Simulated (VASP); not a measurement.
# SnSe3 (Fm-3m) in VASP: relaxation of cell and atoms with PBE

Aim: the relaxation of cell and atoms of SnSe3 with PBE.

Program: VASP 6.6.1. These are calculated values, not measurements. Logs are shortened: lines on timing, memory, paths and dates and some standing lists are left out, and cuts for length are marked.

**1. The cell of the first run**

It takes space group Fm-3m (No. 225, cubic). The conventional cell has a = 7.220 Å, b = 7.220 Å, c = 7.220 Å, α = 90.00°, β = 90.00°, γ = 90.00°. Within 4.1 Å of Sn (site symmetry m-3m) lie 14 Se at 3.13 to 3.61 Å. Se (site symmetry m-3m) has 8 Se at 3.13 Å and 6 Sn at 3.61 Å within 4.1 Å. Se (site symmetry -43m) has 4 Sn at 3.13 Å and 10 Se at 3.13 to 3.61 Å within 4.1 Å.

**2. Relaxation of cell and atoms, PBE**

Contents of INCAR:

```
PREC = Accurate
ENCUT = 500
EDIFF = 1E-7
ISMEAR = -1
SIGMA = 0.02
LREAL = False
LASPH = True
NELM = 120
ALGO = Normal
ISIF = 3
LWAVE = False
LCHARG = False
GGA = PE
IBRION = 2
NSW = 80
EDIFFG = -0.02
GGA_COMPAT = False
NELMIN = 4
```

Contents of KPOINTS:

```
regular mesh
0
Gamma
  6 6 6
```

Contents of POSCAR:

```
SnSe3
1.0
    0.0000000000      3.6100000000      3.6100000000
    3.6100000000      0.0000000000      3.6100000000
    3.6100000000      3.6100000000      0.0000000000
Sn Se
1 3
Direct
    0.0000000000      0.0000000000      0.0000000000
    0.5000000000      0.5000000000      0.5000000000
    0.2500000000      0.2500000000      0.2500000000
    0.7500000000      0.7500000000      0.7500000000
```

Potentials or basis: VASP PAW PBE potentials, release 64 (Sn_d, Se).

Launch:

```bash
> cat potpaw_PBE.64/Sn_d/POTCAR potpaw_PBE.64/Se/POTCAR > POTCAR
> mpirun -np 1 vasp_std > vasp.out
```

OUTCAR:

```text
PREC = Accurate
   ENCUT = 500
   EDIFF = 1E-7
   ISMEAR = -1
   LREAL = False
   LASPH = True
   NELM = 120
   ISIF = 3
   GGA = PE
   IBRION = 2
   NSW = 80
   EDIFFG = -0.02
   NELMIN = 4

 ion  position               nearest neighbor table
   1  0.000  0.000  0.000-   4 3.13   4 3.13   4 3.13   3 3.13   4 3.13   3 3.13   3 3.13   3 3.13

   2  0.500  0.500  0.500-
   3  0.250  0.250  0.250-   1 3.13   1 3.13   1 3.13   1 3.13
   4  0.750  0.750  0.750-   1 3.13   1 3.13   1 3.13   1 3.13

  LATTYP: Found a face centered cubic cell.
 ALAT       =     7.2200000000

  Lattice vectors:

 A1 = (   0.0000000000,   3.6100000000,   3.6100000000)
 A2 = (   3.6100000000,   0.0000000000,   3.6100000000)
 A3 = (   3.6100000000,   3.6100000000,   0.0000000000)

Analysis of symmetry for initial positions (statically):
=====================================================================
 Subroutine PRICEL returns:
 Original cell was already a primitive cell.

 Routine SETGRP: Setting up the symmetry group for a
 face centered cubic supercell.

 Subroutine GETGRP returns: Found 48 space group operations
 (whereof 48 operations were pure point group operations)
 out of a pool of 48 trial point group operations.

The static configuration has the point symmetry O_h .

Analysis of symmetry for dynamics (positions and initial velocities):
=====================================================================
 Subroutine PRICEL returns:
 Original cell was already a primitive cell.

 Routine SETGRP: Setting up the symmetry group for a
 face centered cubic supercell.

 Subroutine GETGRP returns: Found 48 space group operations
 (whereof 48 operations were pure point group operations)
 out of a pool of 48 trial point group operations.

The dynamic configuration has the point symmetry O_h .

 Subroutine INISYM returns: Found 48 space group operations
 (whereof 48 operations are pure point group operations),
 and found     1 'primitive' translations

----------------------------------------------------------------------------------------

                                     Primitive cell

  volume of cell :      94.0918

  direct lattice vectors                    reciprocal lattice vectors
     0.000000000  3.610000000  3.610000000    -0.138504155  0.138504155  0.138504155
     3.610000000  0.000000000  3.610000000     0.138504155 -0.138504155  0.138504155
     3.610000000  3.610000000  0.000000000     0.138504155  0.138504155 -0.138504155

  length of vectors
     5.105310960  5.105310960  5.105310960     0.239896234  0.239896234  0.239896234

  position of ions in fractional coordinates (direct lattice)
     0.000000000  0.000000000  0.000000000
     0.500000000  0.500000000  0.500000000
     0.250000000  0.250000000  0.250000000
     0.750000000  0.750000000  0.750000000

  ion indices of the primitive-cell ions
   primitive index   ion index
                 1           1
                 2           2
                 3           3
                 4           4

----------------------------------------------------------------------------------------

 KPOINTS: regular mesh

Automatic generation of k-mesh.
 Grid dimensions read from file:
 generate k-points for:    6    6    6

 Generating k-lattice:

  Cartesian coordinates                     Fractional coordinates (reciprocal lattice)
    -0.023084026  0.023084026  0.023084026     0.166666667  0.000000000  0.000000000
     0.023084026 -0.023084026  0.023084026     0.000000000  0.166666667  0.000000000
     0.023084026  0.023084026 -0.023084026     0.000000000  0.000000000  0.166666667

  Length of vectors
     0.039982706  0.039982706  0.039982706

  Shift w.r.t. Gamma in fractional coordinates (k-lattice)
     0.000000000  0.000000000  0.000000000

 Subroutine IBZKPT returns following result:
 ===========================================

 Found     16 irreducible k-points:

 Following reciprocal coordinates:
            Coordinates               Weight
  0.000000  0.000000  0.000000      1.000000
  0.166667  0.000000  0.000000      8.000000
  0.333333  0.000000  0.000000      8.000000
  0.500000  0.000000  0.000000      4.000000
  0.166667  0.166667  0.000000      6.000000
  0.333333  0.166667  0.000000     24.000000
[... 8 lines left out ...]
 -0.333333  0.333333  0.166667     24.000000
 -0.333333  0.500000  0.166667     12.000000
   k-points           NKPTS =     16   k-points in BZ     NKDIM =     16   number of bands    NBANDS=     20
   number of dos      NEDOS =    301   number of ions     NIONS =      4
   total plane-waves  NPLWV =  64000
   dimension x,y,z NGX =    40 NGY =   40 NGZ =   40
   dimension x,y,z NGXF=    80 NGYF=   80 NGZF=   80
   ions per type =               1   3
   NGX,Y,Z   is equivalent  to a cutoff of  13.03, 13.03, 13.03 a.u.
   NGXF,Y,Z  is equivalent  to a cutoff of  26.05, 26.05, 26.05 a.u.
 SYSTEM =  unknown system
   PREC   = accura    normal or accurate (medium, high low for compatibility)
   ISTART =      0    job   : 0-new  1-cont  2-samecut
   ICHARG =      2    charge: 1-file 2-atom 10-const
   ISPIN  =      1    spin polarized calculation?
   LNONCOLLINEAR =      F non collinear calculations
   LSORBIT =      F    spin-orbit coupling
   LASPH  =      T    aspherical Exc in radial PAW
   ENCUT  =  500.0 eV  36.75 Ry    6.06 a.u.   9.31  9.31  9.31*2*pi/ulx,y,z
   NELM   =    120;   NELMIN=  4; NELMDL= -5     # of ELM steps
   EDIFF  = 0.1E-06   stopping-criterion for ELM
   LREAL  =      F    real-space projection
   EDIFFG = -.2E-01   stopping-criterion for IOM
   NSW    =     80    number of steps for IOM
   IBRION =      2    ionic relax: 0-MD 1-quasi-New 2-CG
   NFREE  =      1    steps in history (QN), initial steepest desc. (CG)
   ISIF   =      3    stress and relaxation
   ISYM   =      2    0-nonsym 1-usesym 2-fastsym
   POTIM  = 0.5000    time-step for ionic-motion
   TEBEG  =    0.0;   TEEND  =   0.0 temperature during run
   PSTRESS=    0.0 pullay stress
   NELECT =      32.0000    total number of electrons
   NUPDOWN=      -1.0000    fix difference up-down
   EMIN   =  10.00;   EMAX   =-10.00  energy-range for DOS
   EFERMI =   0.00;   METHOD = LEGACY
   ISMEAR =    -1;   SIGMA  =   0.02  broadening in eV -4-tet -1-fermi 0-gaus
   EFERMI_NEDOS =   21; number of points for ismear=-14 and -15
   IALGO  =     38    algorithm
   IMIX   =      4    mixing-type and parameters
     AMIX     =   0.40;   BMIX     =  1.00
     AMIX_MAG =   1.60;   BMIX_MAG =  1.00
  volume/ion in A,a.u.               =      23.52       158.74
  Fermi-wavevector in a.u.,A,eV,Ry     =   1.142723  2.159433 17.766702  1.305816
  Thomas-Fermi vector in A             =   2.279420
   LORBIT       =      0    0 simple, 1 ext, 2 COOP (PROOUT), +10 PAW based schemes
   GGA     = PE    functional components
   LHFCALC =     F    Hartree Fock is set to
   AEXX    =    0.0000 exact exchange contribution
   IVDW    =     0    specifies the selected vdW correction
   LEPSILON=     F    determine dielectric tensor
   LRPA    =     F    only Hartree local field effects (RPA)
 conjugate gradient relaxation of ions
 non-spin polarized calculation
  energy-cutoff  :      500.00
  volume of cell :       94.09
 maximum number of plane-waves:      2421
 NGX is ok and might be reduce to    40
   NGX = 19   NGY = 19   NGZ = 19

--------------------------------------- Ionic step        1  -------------------------------------------

 number of electron      32.0000003 magnetization

 Free energy of the ion-electron system (eV)
  ---------------------------------------------------
  ext. energy  EPLUGINS =         0.00000000
  ---------------------------------------------------
  free energy    TOTEN  =       -13.32775084 eV

  energy without entropy =      -13.32140843  energy(sigma->0) =      -13.32457964

------------------------ aborting loop because EDIFF is reached ----------------------------------------

  FORCE on cell =-STRESS in cart. coord.  units (eV):
  Direction    XX          YY          ZZ          XY          YZ          ZX
  --------------------------------------------------------------------------------------
  -------------------------------------------------------------------------------------
  Total       -1.5564799     -1.5564799     -1.5564799      0.0000000      0.0000000      0.0000000
  in kB      -26.5034552    -26.5034552    -26.5034552      0.0000000      0.0000000      0.0000000
  external PRESSURE =     -26.5034552 kB  Pullay stress =       0.0000000 kB

 VOLUME and BASIS-vectors are now :
 -----------------------------------------------------------------------------
  energy-cutoff  :      500.00
  volume of cell :       94.09
      direct lattice vectors                 reciprocal lattice vectors
     0.000000000  3.610000000  3.610000000    -0.138504155  0.138504155  0.138504155
     3.610000000  0.000000000  3.610000000     0.138504155 -0.138504155  0.138504155
     3.610000000  3.610000000  0.000000000     0.138504155  0.138504155 -0.138504155
[... 39 lines left out ...]
 POSITION                                       TOTAL-FORCE (eV/Angst)
 -----------------------------------------------------------------------------------
      3.54223      3.54223     -0.00000         0.000000     -0.000000      0.000000
      3.54223      3.54223      3.54223         0.000000     -0.000000      0.000000
      1.77112      1.77112      1.77112        -0.000000      0.000000     -0.000000
      5.31335      5.31335      5.31335         0.000000     -0.000000      0.000000
 -----------------------------------------------------------------------------------
    total drift:                               -0.000000      0.000000      0.000000

  FREE ENERGIE OF THE ION-ELECTRON SYSTEM (eV)
  ---------------------------------------------------
  free  energy   TOTEN  =       -13.3667251593 eV

  energy  without entropy=      -13.3590206477  energy(sigma->0) =      -13.36287290

--------------------------------------- Ionic step        3  -------------------------------------------

 number of electron      32.0000001 magnetization

 Free energy of the ion-electron system (eV)
  ---------------------------------------------------
  ext. energy  EPLUGINS =         0.00000000
  ---------------------------------------------------
  free energy    TOTEN  =       -13.36739909 eV

  energy without entropy =      -13.35998366  energy(sigma->0) =      -13.36369138

 E-fermi :   6.0741     XC(G=0): -10.4269

 val. band max:        6.0572717962   @ k =   0.3333   0.0000   0.0000
 cond. band min:       6.0856381477   @ k =   0.5000   0.1667   0.0000
 fundamental gap:      0.0283663514
 Fermi energy:         6.0741018903

 k-point     1 :       0.0000    0.0000    0.0000
  band No.  band energies     occupation
      1     -15.5223      2.00000
      2     -15.5223      2.00000
      3     -15.5223      2.00000
      4     -15.5151      2.00000
      5     -15.5151      2.00000
      6      -9.0881      2.00000
[... 12 lines left out ...]
     19      10.2784      0.00000
     20      10.2784      0.00000
[... 365 lines left out ...]
 POSITION                                       TOTAL-FORCE (eV/Angst)
 -----------------------------------------------------------------------------------
      0.00000      0.00000      0.00000        -0.000000     -0.000000     -0.000000
      3.54982      3.54982      3.54982        -0.000000     -0.000000     -0.000000
      1.77491      1.77491      1.77491        -0.000000     -0.000000      0.000000
      5.32473      5.32473      5.32473         0.000000      0.000000     -0.000000
 -----------------------------------------------------------------------------------
    total drift:                               -0.000000      0.000000      0.000000

  FREE ENERGIE OF THE ION-ELECTRON SYSTEM (eV)
  ---------------------------------------------------
  free  energy   TOTEN  =       -13.3673990908 eV

  energy  without entropy=      -13.3599836632  energy(sigma->0) =      -13.36369138

 reached required accuracy - stopping structural energy minimisation
```

Run time: 1.7 min. Hardware: 1 thread of Intel Xeon Platinum 8259CL at 2.50GHz (Skylake/Cascade Lake), shared host; peak memory 0.26 GiB.

What came out:

```
Free energy                           : -13.3674 eV
Relaxed volume                        : 22.37 Å³/atom
Relaxed cell                          : a = 5.020 Å, b = 5.020 Å, c = 5.020 Å, α = 60.00°, β = 60.00°, γ = 60.00°
Space group after relaxing (to 0.1 Å) : Fm-3m (No. 225)
Energy gained by relaxing             : 9.9 meV/atom
Ionic steps                           : 3
Pressure after relaxing               : 0.0 GPa
Band gap on the k mesh                : zero (bands 16 and 17 overlap by 2.08 eV)
```

The path:
| step | energy change (eV) | largest force (eV/Å) | pressure (GPa) | volume (Å³) |
| --- | --- | --- | --- | --- |
| 1 | 0.0000 | 0.0000 | -2.65 | 94.09 |
| 2 | -0.0390 | 0.0000 | 0.38 | 88.89 |
| 3 | -0.0396 | 0.0000 | 0.01 | 89.46 |

Final structure:
```
CELL_PARAMETERS angstrom
0.00000 3.54982 3.54982
3.54982 0.00000 3.54982
3.54982 3.54982 0.00000
ATOMIC_POSITIONS crystal
Sn 0.00000 0.00000 0.00000
Se 0.50000 0.50000 0.50000
Se 0.25000 0.25000 0.25000
Se 0.75000 0.75000 0.75000
```

Levels at points of the mesh, in eV from the Fermi level:
| k point | band 14 | band 15 | band 16 | band 17 | band 18 | band 19 |
| --- | --- | --- | --- | --- | --- | --- |
| (0.00, 0.00, 0.00) | -3.40 | -3.40 | -1.84 | -1.84 | -1.84 | 4.20 |
| (0.50, 0.00, 0.00) | -2.36 | -1.74 | 0.24 | 0.24 | 1.09 | 2.62 |
| (0.50, 0.50, 0.00) | -0.79 | -0.68 | -0.25 | 0.14 | 0.14 | 3.02 |

Caveat: spin-orbit coupling is left out, which moves the levels of the heavy elements.
